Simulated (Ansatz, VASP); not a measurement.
Ta in VASP and in Ansatz

```
CELL_PARAMETERS angstrom
2.90151 0.00000 0.00000
-1.45075 2.51278 0.00000
0.00000 0.00000 10.20873
ATOMIC_POSITIONS crystal
Ta 0.00000 0.00000 0.00000
Ta 0.00000 0.00000 0.50000
Ta 0.33333 0.66667 0.25000
Ta 0.66667 0.33333 0.75000
```

Alike in both runs: task single point; functional BLYP; k mesh 14 × 14 × 4; occupations fermi-dirac, width 0.1 eV; no spin polarisation.

```csv
,VASP,Ansatz
version,VASP 6.6.1,Ansatz 0.2.0
potentials or method,"VASP PAW PBE potentials, release 64 (Ta_sv_GW), cutoff 500 eV","plane waves (420 eV) with PAW, scalar-relativistic"
valence electrons in the cell,52,52
```

|  | VASP | Ansatz | Ansatz less VASP |
| --- | --- | --- | --- |
| pressure (GPa) | 7.2 | 7.7 | +0.49 |
| traceless stress, the component that is largest in VASP (GPa) | -0.01 | -0.33 | -0.315 |

VASP's potentials were made for PBE, not for BLYP. The functional is the same, so the differences come from potentials, cutoffs and numerics.

Spin-orbit coupling is off throughout.
